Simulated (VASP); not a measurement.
A run of VASP 6.6.1:

INCAR

```
SYSTEM = InP
PREC = Accurate
ENCUT = 520
EDIFF = 1E-7
ISMEAR = 0
SIGMA = 0.05
LREAL = .False.
LASPH = .True.
NELM = 80
ALGO = Normal
ISIF = 2
LWAVE = .False.
LCHARG = .False.
GGA = PE
NBANDS = 16
```

Contents of KPOINTS:

```
Automatic mesh
0
Gamma
  8 8 8
  0 0 0
```

File POSCAR:

```
InP
1.0
    0.0000000000      2.9598050000      2.9305000000
    2.9305000000      0.0000000000      2.9305000000
    2.9305000000      2.9598050000      0.0000000000
In P
1 1
Direct
    0.0000000000      0.0000000000      0.0000000000
    0.7500000000      0.7500000000      0.7500000000
```

Potentials or basis: VASP PAW PBE potentials, release 64 (In_d, P).

Run with:

```sh
$ cat potpaw_PBE.64/In_d/POTCAR potpaw_PBE.64/P/POTCAR > POTCAR
$ mpirun -np 1 vasp_std > vasp.out
```

Hardware: 1 thread of Intel(R) Xeon(R) 6975P-C (Granite Rapids), on a shared host.

**Question.** Estimate the wall time of this run.

**Answer.** It took 19 s on 1 thread of Intel(R) Xeon(R) 6975P-C (Granite Rapids), on a shared host, peak memory 0.2 GiB. Counts: scf iterations 15, k points 59.
